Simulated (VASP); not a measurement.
# Te4Pt3 (P1) in VASP: single point with PBEsol

Aim: the single point of Te4Pt3 with PBEsol.

Program: VASP 6.6.1. These are calculated values, not measurements. Logs are shortened: lines on timing, memory, paths and dates and some standing lists are left out, and cuts for length are marked.

**1. The cell of the first run**

The typed cell holds 21 atoms: a = 6.989 Å, b = 6.989 Å, c = 12.071 Å, α = 84.46°, β = 78.87°, γ = 60.00°.

**2. Single point, PBEsol**

INCAR

```
PREC     = Accurate       # precision mode
ENCUT    = 520            # plane-wave cutoff, eV
EDIFF    = 1E-6           # SCF threshold, eV
ISMEAR   = -1             # smearing method
SIGMA    = 0.05           # smearing width, eV
LREAL    = Auto         
LASPH    = T              # aspherical terms in the spheres
NELM     = 60             # most SCF steps
ALGO     = Normal         # electronic algorithm
ISIF     = 2              # what is computed and relaxed
LWAVE    = F              # write WAVECAR
LCHARG   = F              # write CHGCAR
GGA      = PS             # functional
NBANDS   = 97             # bands
```

KPOINTS

```
Automatic mesh
0
Gamma
  4 4 2
  0.5 0.5 0.5
```

POSCAR

```
Te4Pt3
1.0
    0.0000000000     -6.9890315617      0.0000000000
    6.0526788803     -3.4945157809      0.0000000000
    0.0000000000     -2.3296771872     11.8444849862
Te Pt
12 9
Direct
    0.2178355608      0.6618452885      0.3388699470
    0.8963173203      0.3091447666      0.3476484630
    0.5540380402      0.9892935208      0.3325352689
    0.1144262299      0.6430159400      0.6695820890
    0.7681272906      0.3479269331      0.6678113915
    0.4116505498      1.0346572359      0.6600675343
    0.3506722625      0.6743202606      0.8872481169
    0.0318429594      0.3320351269      0.8787558946
    0.6986466059      0.9889536713      0.8783313932
    0.9542414490      0.6781887956      0.1230565113
    0.6376065249      0.3235663148      0.1030530244
    0.2871121603      1.0047810433      0.1189593302
    0.6580805646      0.6669422052     -0.0012876879
    0.3263150409      0.3350997203      0.0014987566
   -0.0041920256      0.0133051830     -0.0055999058
    0.5187627160      0.6702539620      0.4448732052
    0.2080557729      0.3184446157      0.4387654682
    0.8573918926     -0.0116170049      0.4462793449
    0.8079989898      0.6657693361      0.5581743746
    0.4913835540      0.3310302826      0.5590724297
    0.1356242923      1.0023336972      0.5637809502
```

Potentials or basis: VASP PAW PBE potentials, release 64 (Te, Pt).

Command:

```sh
$ cat potpaw_PBE.64/Te/POTCAR potpaw_PBE.64/Pt/POTCAR > POTCAR
$ mpirun -np 1 vasp_std > vasp.out
```

OUTCAR:

```text
PREC = Accurate
   ENCUT = 520
   EDIFF = 1E-6
   ISMEAR = -1
   LREAL = Auto
   LASPH = T
   NELM = 60
   ISIF = 2
   GGA = PS

 ion  position               nearest neighbor table
   1  0.218  0.662  0.339-  17 2.61  18 2.61  16 2.69  10 3.43  19 3.50  20 3.52  12 3.53  21 3.56
                            11 3.67
   2  0.896  0.309  0.348-  18 2.55  17 2.65  16 2.73  21 3.35  20 3.38  12 3.47  19 3.48  10 3.67

   3  0.554  0.989  0.333-  17 2.57  16 2.59  18 2.74  10 3.35  12 3.43  19 3.51  11 3.60
   4  0.114  0.643  0.670-  20 2.63  19 2.67  21 2.76   8 3.33   7 3.44   9 3.46  17 3.52  18 3.55
                            16 3.59
   5  0.768  0.348  0.668-  19 2.58  20 2.59  21 2.67   8 3.38  16 3.47   7 3.50   9 3.54
   6  0.412  0.035  0.660-  21 2.54  20 2.55  19 2.83  17 3.27   8 3.34   9 3.51  16 3.52  18 3.54
                             7 3.65
   7  0.351  0.674  0.887-  15 2.63  14 2.69  13 2.72   4 3.44   5 3.50  10 3.56  11 3.56  12 3.62
                             6 3.65
   8  0.032  0.332  0.879-  15 2.61  13 2.73  14 2.77   4 3.33   6 3.34   5 3.38  11 3.49  12 3.67

   9  0.699  0.989  0.878-  13 2.67  14 2.78  15 2.80   4 3.46   6 3.51   5 3.54  11 3.58  12 3.64
                            10 3.68
  10  0.954  0.678  0.123-  14 2.76  15 2.79  13 2.82   3 3.35   1 3.43   7 3.56   2 3.67   9 3.68

  11  0.638  0.324  0.103-  15 2.56  13 2.66  14 2.66   8 3.49   7 3.56   9 3.58   3 3.60   1 3.67
[... 12 lines left out ...]
  19  0.808  0.666  0.558-   5 2.58  16 2.64  18 2.65   4 2.67   6 2.83  17 2.85   2 3.48   1 3.50
                             3 3.51
  20  0.491  0.331  0.559-   6 2.55   5 2.59   4 2.63  16 2.70  18 2.70  17 2.71   2 3.38   1 3.52

  21  0.136  0.002  0.564-   6 2.54  18 2.66   5 2.67  16 2.75  17 2.76   4 2.76   2 3.35   1 3.56

  LATTYP: Found a base centered monoclinic cell.
 ALAT       =     6.9890315617
 B/A-ratio  =     1.7320508076
 C/A-ratio  =     1.7271951818
 COS(beta)  =    -0.1929911204

  Lattice vectors:

 A1 = (   6.0526788803,   3.4945157808,   0.0000000000)
 A2 = (  -6.0526788803,   3.4945157809,   0.0000000000)
 A3 = (   0.0000000000,  -2.3296771872,  11.8444849862)

Analysis of symmetry for initial positions (statically):
=====================================================================
 Subroutine PRICEL returns:
 Original cell was already a primitive cell.

 Routine SETGRP: Setting up the symmetry group for a
 base centered monoclinic supercell.

 Subroutine GETGRP returns: Found  1 space group operations
 (whereof  1 operations were pure point group operations)
 out of a pool of  4 trial point group operations.

The static configuration has the point symmetry C_1 .

Analysis of symmetry for dynamics (positions and initial velocities):
=====================================================================
 Subroutine PRICEL returns:
 Original cell was already a primitive cell.

 Routine SETGRP: Setting up the symmetry group for a
 base centered monoclinic supercell.

 Subroutine GETGRP returns: Found  1 space group operations
 (whereof  1 operations were pure point group operations)
 out of a pool of  4 trial point group operations.

The dynamic configuration has the point symmetry C_1 .

 Subroutine INISYM returns: Found  1 space group operations
 (whereof  1 operations are pure point group operations),
 and found     1 'primitive' translations

----------------------------------------------------------------------------------------

                                     Primitive cell

  volume of cell :     501.0497

  direct lattice vectors                    reciprocal lattice vectors
     0.000000000 -6.989031562  0.000000000    -0.082608050 -0.143081340 -0.028142493
     6.052678880 -3.494515781  0.000000000     0.165216100  0.000000000  0.000000000
     0.000000000 -2.329677187 11.844484986     0.000000000  0.000000000  0.084427478

  length of vectors
     6.989031562  6.989031562 12.071421639     0.167595822  0.165216100  0.084427478

  position of ions in fractional coordinates (direct lattice)
     0.217835561  0.661845288  0.338869947
     0.896317320  0.309144767  0.347648463
     0.554038040  0.989293521  0.332535269
     0.114426230  0.643015940  0.669582089
     0.768127291  0.347926933  0.667811392
     0.411650550  0.034657236  0.660067534
[... 13 lines left out ...]
     0.491383554  0.331030283  0.559072430
     0.135624292  0.002333697  0.563780950

  ion indices of the primitive-cell ions
   primitive index   ion index
                 1           1
                 2           2
                 3           3
                 4           4
                 5           5
                 6           6
[... 13 lines left out ...]
                20          20
                21          21

----------------------------------------------------------------------------------------

 KPOINTS: Automatic mesh

Automatic generation of k-mesh.
 Grid dimensions read from file:
 generate k-points for:    4    4    2

 Generating k-lattice:

  Cartesian coordinates                     Fractional coordinates (reciprocal lattice)
    -0.020652013 -0.035770335 -0.007035623     0.250000000 -0.000000000 -0.000000000
     0.041304025  0.000000000  0.000000000     0.000000000  0.250000000  0.000000000
     0.000000000  0.000000000  0.042213739     0.000000000  0.000000000  0.500000000

  Length of vectors
     0.041898956  0.041304025  0.042213739

  Shift w.r.t. Gamma in fractional coordinates (k-lattice)
     0.500000000  0.500000000  0.500000000

 Subroutine IBZKPT returns following result:
 ===========================================

 Found     32 irreducible k-points:

 Following reciprocal coordinates:
            Coordinates               Weight
  0.125000  0.125000  0.250000      2.000000
 -0.125000  0.000000 -0.250000      2.000000
  0.375000  0.125000  0.250000      2.000000
 -0.375000 -0.250000 -0.250000      2.000000
 -0.375000  0.125000  0.250000      2.000000
  0.375000  0.500000 -0.250000      2.000000
[... 16 lines left out ...]
 -0.125000 -0.375000  0.250000      2.000000
  0.125000 -0.250000 -0.250000      2.000000
 [... further k-points ...]
   k-points           NKPTS =     32   k-points in BZ     NKDIM =     32   number of bands    NBANDS=     97
   number of dos      NEDOS =    301   number of ions     NIONS =     21
   total plane-waves  NPLWV = 262440
   dimension x,y,z NGX =    54 NGY =   54 NGZ =   90
   dimension x,y,z NGXF=   108 NGYF=  108 NGZF=  180
   ions per type =              12   9
   NGX,Y,Z   is equivalent  to a cutoff of  12.84, 12.84, 12.39 a.u.
   NGXF,Y,Z  is equivalent  to a cutoff of  25.69, 25.69, 24.79 a.u.
 SYSTEM =  unknown system
   PREC   = accura    normal or accurate (medium, high low for compatibility)
   ISTART =      0    job   : 0-new  1-cont  2-samecut
   ICHARG =      2    charge: 1-file 2-atom 10-const
   ISPIN  =      1    spin polarized calculation?
   LNONCOLLINEAR =      F non collinear calculations
   LSORBIT =      F    spin-orbit coupling
   LASPH  =      T    aspherical Exc in radial PAW
   ENCUT  =  520.0 eV  38.22 Ry    6.18 a.u.  12.99 12.99 22.44*2*pi/ulx,y,z
   NELM   =     60;   NELMIN=  2; NELMDL= -5     # of ELM steps
   EDIFF  = 0.1E-05   stopping-criterion for ELM
   LREAL  =      T    real-space projection
   EDIFFG = 0.1E-04   stopping-criterion for IOM
   NSW    =      0    number of steps for IOM
   IBRION =     -1    ionic relax: 0-MD 1-quasi-New 2-CG
   NFREE  =      0    steps in history (QN), initial steepest desc. (CG)
   ISIF   =      2    stress and relaxation
   ISYM   =      2    0-nonsym 1-usesym 2-fastsym
   POTIM  = 0.5000    time-step for ionic-motion
   TEBEG  =    0.0;   TEEND  =   0.0 temperature during run
   PSTRESS=    0.0 pullay stress
   NELECT =     162.0000    total number of electrons
   NUPDOWN=      -1.0000    fix difference up-down
   EMIN   =  10.00;   EMAX   =-10.00  energy-range for DOS
   EFERMI =   0.00;   METHOD = LEGACY
   ISMEAR =    -1;   SIGMA  =   0.05  broadening in eV -4-tet -1-fermi 0-gaus
   EFERMI_NEDOS =   21; number of points for ismear=-14 and -15
   IALGO  =     38    algorithm
   IMIX   =      4    mixing-type and parameters
     AMIX     =   0.40;   BMIX     =  1.00
     AMIX_MAG =   1.60;   BMIX_MAG =  1.00
  volume/ion in A,a.u.               =      23.86       161.01
  Fermi-wavevector in a.u.,A,eV,Ry     =   1.123620  2.123334 17.177661  1.262523
  Thomas-Fermi vector in A             =   2.260287
   LORBIT       =      0    0 simple, 1 ext, 2 COOP (PROOUT), +10 PAW based schemes
   GGA     = PS    functional components
   LHFCALC =     F    Hartree Fock is set to
   AEXX    =    0.0000 exact exchange contribution
   IVDW    =     0    specifies the selected vdW correction
   LEPSILON=     F    determine dielectric tensor
   LRPA    =     F    only Hartree local field effects (RPA)
 non-spin polarized calculation
  energy-cutoff  :      520.00
  volume of cell :      501.05
 maximum number of plane-waves:     13521
 NGX is ok and might be reduce to    54
   NGX = 25   NGY = 25   NGZ = 45

 number of electron     161.9999999 magnetization

 Free energy of the ion-electron system (eV)
  ---------------------------------------------------
  ext. energy  EPLUGINS =         0.00000000
  ---------------------------------------------------
  free energy    TOTEN  =      -112.20256097 eV

  energy without entropy =     -112.14165456  energy(sigma->0) =     -112.17210776

 E-fermi :   8.0589     XC(G=0): -10.7918

 val. band max:        8.0513606781   @ k =   0.3750   0.5000  -0.2500
 cond. band min:       8.0593210191   @ k =  -0.1250   0.3750   0.2500
 fundamental gap:      0.0079603409
 Fermi energy:         8.0588627050

 k-point     1 :       0.1250    0.1250    0.2500
  band No.  band energies     occupation
      1      -5.4142      2.00000
      2      -4.7856      2.00000
      3      -4.2279      2.00000
      4      -3.7053      2.00000
      5      -3.6329      2.00000
      6      -3.5755      2.00000
[... 2293 lines left out ...]
     92       9.9318      0.00000
     93      10.3808      0.00000

 [... further k-points ...]

 [bands above 93 left out]

------------------------ aborting loop because EDIFF is reached ----------------------------------------

  FORCE on cell =-STRESS in cart. coord.  units (eV):
  Direction    XX          YY          ZZ          XY          YZ          ZX
  --------------------------------------------------------------------------------------
  -------------------------------------------------------------------------------------
  Total       -6.9668050     -8.7575126     -5.8466851     -2.2464432      1.3752719     -2.5217860
  in kB      -22.2773445    -28.0033853    -18.6956027     -7.1833198      4.3976264     -8.0637676
  external PRESSURE =     -22.9921108 kB  Pullay stress =       0.0000000 kB

 VOLUME and BASIS-vectors are now :
 -----------------------------------------------------------------------------
  energy-cutoff  :      520.00
  volume of cell :      501.05
      direct lattice vectors                 reciprocal lattice vectors
     0.000000000 -6.989031562  0.000000000    -0.082608050 -0.143081340 -0.028142493
     6.052678880 -3.494515781  0.000000000     0.165216100  0.000000000  0.000000000
     0.000000000 -2.329677187 11.844484986     0.000000000  0.000000000  0.084427478

 POSITION                                       TOTAL-FORCE (eV/Angst)
 -----------------------------------------------------------------------------------
      4.00594     -4.62475      4.01374        -0.136622     -0.343019      0.239031
      1.87115     -8.15461      4.11772         0.960314     -0.134445     -0.198783
      5.98788     -8.10399      3.93871        -0.085446     -0.517138      0.288508
      3.89197     -4.60667      7.93086         0.973066     -0.043344     -0.684620
      2.10589     -8.14009      7.90988        -0.437244     -0.090897     -0.074448
      0.20977     -4.53589      7.81816        -1.378710     -0.590141      0.148509
[... 13 lines left out ...]
      2.00362     -5.89354      6.62192         0.377696      0.129192     -0.053278
      0.01413     -2.26947      6.67770        -0.281158      0.211611      0.208325
 -----------------------------------------------------------------------------------
    total drift:                               -0.008106      0.000319      0.008165

  FREE ENERGIE OF THE ION-ELECTRON SYSTEM (eV)
  ---------------------------------------------------
  free  energy   TOTEN  =      -112.2025609703 eV

  energy  without entropy=     -112.1416545559  energy(sigma->0) =     -112.17210776
```

Wall time 58 min (1 thread of Oxide Virtual Turin-like, shared host); peak memory 1.1 GiB.

Results:

- Free energy: -112.2026 eV
- Pressure: -2.3 GPa
- Largest force: 1.507 eV/Å
- Band gap on the k mesh: zero (bands 81 and 82 overlap by 0.24 eV)

Forces in eV/Å, atoms in the order of the input:
```
Te  -0.137 -0.343  0.239
Te   0.960 -0.134 -0.199
Te  -0.085 -0.517  0.289
Te   0.973 -0.043 -0.685
Te  -0.437 -0.091 -0.074
Te  -1.379 -0.590  0.149
Te  -0.443 -0.480 -0.148
Te   0.511 -0.434  0.408
Te   0.449 -0.191  0.475
Te  -0.261  0.216 -0.859
Te   0.826  0.337  0.807
Te  -0.036 -0.065 -0.469
Pt   0.139 -0.253  0.111
Pt  -0.023  0.207 -0.370
Pt  -1.282  0.590  0.275
Pt  -0.382  0.439 -0.544
Pt   0.533  0.875  0.232
Pt  -0.092  0.591 -0.384
Pt   0.068 -0.454  0.594
Pt   0.378  0.129 -0.053
Pt  -0.281  0.212  0.208
```

Caveat: the atoms stand as in a frame of molecular dynamics; the PAW data sets were made with another functional, which shifts forces and pressure a little; spin-orbit coupling is left out, which moves the levels of the heavy elements.
